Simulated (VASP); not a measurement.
# Nb (Im-3m) in VASP: notebook

The runs below take Nb through single point, with revPBE+D4.

All numbers are computed with VASP 6.6.1; they aren't measurements. Logs are shortened: lines on timing, memory, paths and dates and some standing lists are left out, and cuts for length are marked.

## 1. The cell of the first run

Symmetry: Im-3m, No. 229, cubic system. Conventional cell: a = 3.237 Å, b = 3.237 Å, c = 3.237 Å, α = 90.00°, β = 90.00°, γ = 90.00°. Within 3.7 Å of Nb (site symmetry m-3m) lie 14 Nb at 2.80 to 3.24 Å.

## 2. Single point, revPBE+D4

The input, INCAR:

```
SYSTEM = Nb
PREC = Accurate ; ENCUT = 520
EDIFF = 1E-6 ; ISMEAR = -1
SIGMA = 0.2 ; LREAL = .False.
LASPH = .True. ; NELM = 100
ALGO = Normal ; ISIF = 2
LWAVE = .False. ; LCHARG = .True.
GGA = RE ; IVDW = 13
LELF = .True. ; LVHAR = .True.
NBANDS = 12
```

The input, KPOINTS:

```
regular mesh
0
Gamma
  12 12 12
  0 0 0
```

The input, POSCAR:

```
Nb
1.0
   -1.6183391774      1.6183391774      1.6183391774
    1.6183391774     -1.6183391774      1.6183391774
    1.6183391774      1.6183391774     -1.6183391774
Nb
1
Direct
    0.0000000000      0.0000000000      0.0000000000
```

Potentials or basis: VASP PAW PBE potentials, release 64 (Nb_sv).

Run with:

```console
$ cat potpaw_PBE.64/Nb_sv/POTCAR > POTCAR
$ mpirun -np 1 vasp_std > vasp.out
```

OUTCAR:

```text
SYSTEM = Nb
   PREC = Accurate
   ENCUT = 520
   EDIFF = 1E-6
   ISMEAR = -1
   LREAL = .False.
   LASPH = .True.
   NELM = 100
   ISIF = 2
   GGA = RE
   IVDW = 13

 ion  position               nearest neighbor table
   1  0.000  0.000  0.000-

  LATTYP: Found a body centered cubic cell.
 ALAT       =     3.2366783548

  Lattice vectors:

 A1 = (  -1.6183391774,   1.6183391774,   1.6183391774)
 A2 = (   1.6183391774,  -1.6183391774,   1.6183391774)
 A3 = (   1.6183391774,   1.6183391774,  -1.6183391774)

Analysis of symmetry for initial positions (statically):
=====================================================================
 Subroutine PRICEL returns:
 Original cell was already a primitive cell.

 Routine SETGRP: Setting up the symmetry group for a
 body centered cubic supercell.

 Subroutine GETGRP returns: Found 48 space group operations
 (whereof 48 operations were pure point group operations)
 out of a pool of 48 trial point group operations.

The static configuration has the point symmetry O_h .

Analysis of symmetry for dynamics (positions and initial velocities):
=====================================================================
 Subroutine PRICEL returns:
 Original cell was already a primitive cell.

 Routine SETGRP: Setting up the symmetry group for a
 body centered cubic supercell.

 Subroutine GETGRP returns: Found 48 space group operations
 (whereof 48 operations were pure point group operations)
 out of a pool of 48 trial point group operations.

The dynamic configuration has the point symmetry O_h .

 Subroutine INISYM returns: Found 48 space group operations
 (whereof 48 operations are pure point group operations),
 and found     1 'primitive' translations

----------------------------------------------------------------------------------------

                                     Primitive cell

  volume of cell :      16.9539

  direct lattice vectors                    reciprocal lattice vectors
    -1.618339177  1.618339177  1.618339177     0.000000000  0.308958720  0.308958720
     1.618339177 -1.618339177  1.618339177     0.308958720  0.000000000  0.308958720
     1.618339177  1.618339177 -1.618339177     0.308958720  0.308958720  0.000000000

  length of vectors
     2.803045679  2.803045679  2.803045679     0.436933611  0.436933611  0.436933611

  position of ions in fractional coordinates (direct lattice)
     0.000000000  0.000000000  0.000000000

  ion indices of the primitive-cell ions
   primitive index   ion index
                 1           1

----------------------------------------------------------------------------------------

 KPOINTS: regular mesh

Automatic generation of k-mesh.
 Grid dimensions read from file:
 generate k-points for:   12   12   12

 Generating k-lattice:

  Cartesian coordinates                     Fractional coordinates (reciprocal lattice)
     0.000000000  0.025746560  0.025746560     0.083333333  0.000000000  0.000000000
     0.025746560  0.000000000  0.025746560     0.000000000  0.083333333  0.000000000
     0.025746560  0.025746560  0.000000000     0.000000000  0.000000000  0.083333333

  Length of vectors
     0.036411134  0.036411134  0.036411134

  Shift w.r.t. Gamma in fractional coordinates (k-lattice)
     0.000000000  0.000000000  0.000000000

 Subroutine IBZKPT returns following result:
 ===========================================

 Found     72 irreducible k-points:

 Following reciprocal coordinates:
            Coordinates               Weight
  0.000000  0.000000  0.000000      1.000000
  0.083333  0.000000  0.000000     12.000000
  0.166667  0.000000  0.000000     12.000000
  0.250000  0.000000  0.000000     12.000000
  0.333333  0.000000  0.000000     12.000000
  0.416667  0.000000  0.000000     12.000000
[... 16 lines left out ...]
  0.333333  0.083333  0.083333     24.000000
  0.416667  0.083333  0.083333     12.000000
 [... further k-points ...]
   k-points           NKPTS =     72   k-points in BZ     NKDIM =     72   number of bands    NBANDS=     12
   number of dos      NEDOS =    301   number of ions     NIONS =      1
   total plane-waves  NPLWV =  13824
   dimension x,y,z NGX =    24 NGY =   24 NGZ =   24
   dimension x,y,z NGXF=    48 NGYF=   48 NGZF=   48
   ions per type =               1
   NGX,Y,Z   is equivalent  to a cutoff of  14.23, 14.23, 14.23 a.u.
   NGXF,Y,Z  is equivalent  to a cutoff of  28.47, 28.47, 28.47 a.u.
 SYSTEM =  Nb
   PREC   = accura    normal or accurate (medium, high low for compatibility)
   ISTART =      0    job   : 0-new  1-cont  2-samecut
   ICHARG =      2    charge: 1-file 2-atom 10-const
   ISPIN  =      1    spin polarized calculation?
   LNONCOLLINEAR =      F non collinear calculations
   LSORBIT =      F    spin-orbit coupling
   LASPH  =      T    aspherical Exc in radial PAW
   ENCUT  =  520.0 eV  38.22 Ry    6.18 a.u.   5.21  5.21  5.21*2*pi/ulx,y,z
   NELM   =    100;   NELMIN=  2; NELMDL= -5     # of ELM steps
   EDIFF  = 0.1E-05   stopping-criterion for ELM
   LREAL  =      F    real-space projection
   EDIFFG = 0.1E-04   stopping-criterion for IOM
   NSW    =      0    number of steps for IOM
   IBRION =     -1    ionic relax: 0-MD 1-quasi-New 2-CG
   NFREE  =      0    steps in history (QN), initial steepest desc. (CG)
   ISIF   =      2    stress and relaxation
   ISYM   =      2    0-nonsym 1-usesym 2-fastsym
   POTIM  = 0.5000    time-step for ionic-motion
   TEBEG  =    0.0;   TEEND  =   0.0 temperature during run
   PSTRESS=    0.0 pullay stress
   NELECT =      13.0000    total number of electrons
   NUPDOWN=      -1.0000    fix difference up-down
   EMIN   =  10.00;   EMAX   =-10.00  energy-range for DOS
   EFERMI =   0.00;   METHOD = LEGACY
   ISMEAR =    -1;   SIGMA  =   0.20  broadening in eV -4-tet -1-fermi 0-gaus
   EFERMI_NEDOS =   21; number of points for ismear=-14 and -15
   IALGO  =     38    algorithm
   IMIX   =      4    mixing-type and parameters
     AMIX     =   0.40;   BMIX     =  1.00
     AMIX_MAG =   1.60;   BMIX_MAG =  1.00
  volume/ion in A,a.u.               =      16.95       114.41
  Fermi-wavevector in a.u.,A,eV,Ry     =   1.498418  2.831600 30.548582  2.245257
  Thomas-Fermi vector in A             =   2.610180
   LORBIT       =      0    0 simple, 1 ext, 2 COOP (PROOUT), +10 PAW based schemes
   GGA     = RE    functional components
   LHFCALC =     F    Hartree Fock is set to
   AEXX    =    0.0000 exact exchange contribution
   IVDW    =    13    specifies the selected vdW correction
   LEPSILON=     F    determine dielectric tensor
   LRPA    =     F    only Hartree local field effects (RPA)
 non-spin polarized calculation
  energy-cutoff  :      520.00
  volume of cell :       16.95
 maximum number of plane-waves:       470
 NGX is ok and might be reduce to    24
   NGX = 11   NGY = 11   NGZ = 11

 number of electron      13.0000000 magnetization

 Free energy of the ion-electron system (eV)
  ---------------------------------------------------
  ext. energy  EPLUGINS =         0.00000000
  ---------------------------------------------------
  free energy    TOTEN  =        -9.83831283 eV

  energy without entropy =       -9.68720193  energy(sigma->0) =       -9.76275738

 E-fermi :  12.1602     XC(G=0): -12.7701

 val. band max:       12.1480438925   @ k =  -0.3333   0.3333   0.0833
 cond. band min:      12.1665854539   @ k =   0.1667   0.0000   0.0000
 fundamental gap:      0.0185415614
 Fermi energy:        12.1602372042

 k-point     1 :       0.0000    0.0000    0.0000
  band No.  band energies     occupation
      1     -42.2066      2.00000
      2     -17.3625      2.00000
      3     -17.3625      2.00000
      4     -17.3625      2.00000
      5       6.0601      2.00000
      6      12.4502      0.38005
      7      12.4502      0.38005
      8      12.4502      0.38005
      9      15.5655      0.00000
     10      15.5655      0.00000
     11      26.4737      0.00000
     12      26.4737      0.00000

 k-point     2 :       0.0833    0.0000    0.0000
  band No.  band energies     occupation
      1     -42.1862      2.00000
      2     -17.4813      2.00000
      3     -17.3980      2.00000
      4     -17.3636      2.00000
      5       6.3654      2.00000
      6      12.2595      0.75672
      7      12.3988      0.46555
      8      12.7461      0.10143
      9      15.2818      0.00000
     10      15.5651      0.00000
     11      26.7271      0.00000
     12      27.0023      0.00000

 k-point     3 :       0.1667    0.0000    0.0000
  band No.  band energies     occupation
      1     -42.1302      2.00000
      2     -17.7980      2.00000
      3     -17.4941      2.00000
      4     -17.3669      2.00000
      5       7.1702      2.00000
      6      11.7827      1.73696
      7      12.1666      0.98413
      8      13.6083      0.00143
      9      14.9238      0.00000
     10      15.5979      0.00000
     11      27.1619      0.00000
     12      28.4829      0.00000
[... 286 lines left out ...]
 k-point    23 :       0.3333    0.0833    0.0833
  band No.  band energies     occupation
      1     -41.9069      2.00000
      2     -18.8185      2.00000
      3     -17.9041      2.00000
      4     -17.4875      2.00000
      5       8.8363      2.00000
      6      10.3291      1.99979
      7      13.0202      0.02678
      8      15.7536      0.00000
      9      16.3011      0.00000
     10      19.5501      0.00000
     11      25.0239      0.00000
     12      25.1660      0.00000

 k-point    24 :       0.4167    0.0833    0.0833
  band No.  band energies     occupation
      1     -41.8878      2.00000
      2     -18.8891      2.00000
      3     -17.9547      2.00000
      4     -17.4914      2.00000
      5       8.7270      2.00000
      6      10.2396      1.99987
      7      13.6922      0.00094
      8      15.8269      0.00000
      9      16.4090      0.00000
     10      20.2411      0.00000
     11      24.3159      0.00000
     12      24.5958      0.00000

 [... further k-points ...]

------------------------ aborting loop because EDIFF is reached ----------------------------------------

  DFT-D4 for vdW energy calculation

  Edisp (eV):   -0.52692

  FORCE on cell =-STRESS in cart. coord.  units (eV):
  Direction    XX          YY          ZZ          XY          YZ          ZX
  --------------------------------------------------------------------------------------
  -------------------------------------------------------------------------------------
  Total       1.11093     1.11093     1.11093     0.00000     0.00000     0.00000
  in kB     104.98500   104.98500   104.98500     0.00000     0.00000     0.00000
  external pressure =      104.99 kB  Pullay stress =        0.00 kB

 VOLUME and BASIS-vectors are now :
 -----------------------------------------------------------------------------
  energy-cutoff  :      520.00
  volume of cell :       16.95
      direct lattice vectors                 reciprocal lattice vectors
    -1.618339177  1.618339177  1.618339177     0.000000000  0.308958720  0.308958720
     1.618339177 -1.618339177  1.618339177     0.308958720  0.000000000  0.308958720
     1.618339177  1.618339177 -1.618339177     0.308958720  0.308958720  0.000000000

 POSITION                                       TOTAL-FORCE (eV/Angst)
 -----------------------------------------------------------------------------------
      0.00000      0.00000      0.00000         0.000000     -0.000000     -0.000000
 -----------------------------------------------------------------------------------
    total drift:                               -0.000000     -0.000000      0.000000

  FREE ENERGIE OF THE ION-ELECTRON SYSTEM (eV)
  ---------------------------------------------------
  free  energy   TOTEN  =       -10.3652334074 eV

  energy  without entropy=      -10.2141225149  energy(sigma->0) =      -10.28967796
```

Wall time 10 s (1 thread of AMD EPYC 9R45 (Zen 5), shared host); peak memory 0.11 GiB.

Results:

- Free energy: -10.3652 eV
- Pressure: 10.5 GPa
- Dispersion energy per atom: -0.527 eV

Caveat: the PAW data sets were made with another functional, which shifts forces and pressure a little; pairwise dispersion overbinds metals, which lowers pressure and volume.

## 3. Single point, revPBE+D4

This run uses another cell than the first one, of 17.45 Å³/atom, 1.029 times its volume.

The input, INCAR:

```
SYSTEM = Nb
ALGO = Normal
EDIFF = 1E-6
ENCUT = 520
GGA = RE
ISIF = 2
ISMEAR = -1
IVDW = 13
LASPH = .True.
LCHARG = .True.
LELF = .True.
LREAL = .False.
LVHAR = .True.
LWAVE = .False.
NBANDS = 12
NELM = 60
PREC = Accurate
SIGMA = 0.2
```

The input, KPOINTS:

```
k-points
0
Gamma
  12 12 12
  0 0 0
```

The input, POSCAR:

```
Nb
1.0
   -1.6338266177      1.6338266177      1.6338266177
    1.6338266177     -1.6338266177      1.6338266177
    1.6338266177      1.6338266177     -1.6338266177
Nb
1
Direct
    0.0000000000      0.0000000000      0.0000000000
```

Potentials or basis: VASP PAW PBE potentials, release 64 (Nb_sv).

Run with:

```console
$ cat potpaw_PBE.64/Nb_sv/POTCAR > POTCAR
$ mpirun -np 1 vasp_std > vasp.out
```

It took 10 s on 1 thread of AMD EPYC 9R45 (Zen 5), shared host; peak memory 0.12 GiB.

It converged, with:

- Free energy: -10.3889 eV
- Pressure: 4.8 GPa
- Dispersion energy per atom: -0.512 eV

Levels at points of the mesh, in eV from the Fermi level:
| k point | band 2 | band 3 | band 4 | band 5 | band 6 | band 7 | band 8 | band 9 | band 10 | band 11 |
| --- | --- | --- | --- | --- | --- | --- | --- | --- | --- | --- |
| (0.00, 0.00, 0.00) | -29.62 | -29.62 | -29.62 | -6.06 | 0.30 | 0.30 | 0.30 | 3.32 | 3.32 | 14.24 |
| (0.50, 0.00, 0.00) | -31.12 | -30.09 | -29.64 | -3.91 | -1.81 | 2.38 | 3.37 | 4.08 | 6.57 | 11.66 |
| (0.50, 0.50, 0.50) | -30.64 | -30.64 | -30.64 | -3.97 | -3.97 | 5.76 | 5.76 | 5.76 | 9.30 | 9.30 |

Caveat: the PAW data sets were made with another functional, which shifts forces and pressure a little; pairwise dispersion overbinds metals, which lowers pressure and volume.

## 4. Single point, revPBE+D4

This run uses another cell than the first one, of 17.94 Å³/atom, 1.058 times its volume.

The input, INCAR:

```
ALGO = Normal
EDIFF = 1E-6
ENCUT = 520
GGA = RE
ISIF = 2
ISMEAR = -1
IVDW = 13
LASPH = True
LCHARG = True
LELF = True
LREAL = False
LVHAR = True
LWAVE = False
NBANDS = 12
NELM = 80
PREC = Accurate
SIGMA = 0.2
```

The input, KPOINTS:

```
k-points
0
Gamma
  12 12 12
```

The input, POSCAR:

```
Nb
1.0
   -1.6490258777      1.6490258777      1.6490258777
    1.6490258777     -1.6490258777      1.6490258777
    1.6490258777      1.6490258777     -1.6490258777
Nb
1
Direct
    0.0000000000      0.0000000000      0.0000000000
```

Run with:

```console
$ cat potpaw_PBE.64/Nb_sv/POTCAR > POTCAR
$ mpirun -np 1 vasp_std > vasp.out
```

It took 10 s on 1 thread of AMD EPYC 9R45 (Zen 5), shared host; peak memory 0.12 GiB.

The run converged. Its results:

```
Free energy                : -10.3962 eV
Pressure                   : -0.2 GPa
Dispersion energy per atom : -0.498 eV
```

Levels at points of the mesh, in eV from the Fermi level:
```tsv
k point	band 4	band 5	band 6	band 7	band 8	band 9
(0.00, 0.00, 0.00)	-29.72	-6.01	0.31	0.31	0.31	3.24
(0.50, 0.00, 0.00)	-29.73	-3.80	-1.73	2.24	3.27	3.95
(0.50, 0.50, 0.50)	-30.66	-3.80	-3.80	5.57	5.57	5.57
```

Caveat: the PAW data sets were made with another functional, which shifts forces and pressure a little; pairwise dispersion overbinds metals, which lowers pressure and volume.

## 5. Single point, revPBE+D4

This run uses another cell than the first one, of 18.43 Å³/atom, 1.087 times its volume.

The input, INCAR:

```
SYSTEM = Nb
ALGO = Normal ; EDIFF = 1E-7
ENCUT = 520 ; GGA = RE
ISIF = 2 ; ISMEAR = -1
IVDW = 13 ; LASPH = .TRUE.
LCHARG = .FALSE. ; LREAL = .FALSE.
LWAVE = .FALSE. ; NBANDS = 12
NELM = 60 ; PREC = Accurate
SIGMA = 0.2
```

The input, KPOINTS:

```
k-points
0
G
  12 12 12
  0 0 0
```

The input, POSCAR:

```
Nb
1.0
   -1.6639500000      1.6639500000      1.6639500000
    1.6639500000     -1.6639500000      1.6639500000
    1.6639500000      1.6639500000     -1.6639500000
Nb
1
Direct
    0.0000000000      0.0000000000      0.0000000000
```

Run with:

```console
$ cat potpaw_PBE.64/Nb_sv/POTCAR > POTCAR
$ mpirun -np 1 vasp_std > vasp.out
```

Wall time 12 s (1 thread of AMD EPYC 9R45 (Zen 5), shared host); peak memory 0.11 GiB.

It converged, with:

```yaml
Free_energy: -10.3893 eV
Pressure: -4.5 GPa
Dispersion_energy_per_atom: -0.484 eV
```

Levels at points of the mesh, in eV from the Fermi level:
```tsv
k point	band 2	band 3	band 4	band 5	band 6	band 7	band 8	band 9	band 10	band 11
(0.00, 0.00, 0.00)	-29.81	-29.81	-29.81	-5.96	0.32	0.32	0.32	3.15	3.15	14.08
(0.50, 0.00, 0.00)	-31.07	-30.21	-29.82	-3.69	-1.65	2.10	3.17	3.83	6.12	11.48
(0.50, 0.50, 0.50)	-30.68	-30.68	-30.68	-3.65	-3.65	5.38	5.38	5.38	8.83	8.83
```

Caveat: the PAW data sets were made with another functional, which shifts forces and pressure a little; pairwise dispersion overbinds metals, which lowers pressure and volume.

[end of part 1 of 2]
